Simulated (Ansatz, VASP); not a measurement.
**One calculation of Cu, two programs**

```
Cu
1.0
    11.87091    0.00000    0.00000
     0.00000    2.29637    0.00000
    -4.71504    0.00000   22.30840
Cu
1
Direct
  0.50000 0.50000 0.50000
```

Alike in both runs: task single point; functional r2SCAN; k mesh 3 × 13 × 2; occupations fermi-dirac, width 0.1 eV; no spin polarisation.

```csv
,VASP,Ansatz
version,VASP 6.6.1,Ansatz 0.2.0
potentials or method,"VASP PAW PBE potentials, release 64 (Cu), cutoff 660 eV","plane waves, PAW"
valence electrons in the cell,11,19
```

VASP gave:

| Item | Value |
| --- | --- |
| pressure (GPa) | 0.0 |
| traceless stress, the component that is largest in VASP (GPa) | -0.09 |

Estimate Ansatz's values.

pressure (GPa): -0.1; traceless stress, the component that is largest in VASP (GPa): -0.10.

VASP's potentials were made for PBE, not for r2SCAN. VASP's potentials hold 11 valence electrons a cell and Ansatz's 19, so a difference there can come from the potentials and not from the codes. Ansatz's warnings: stress scf threshold loose.
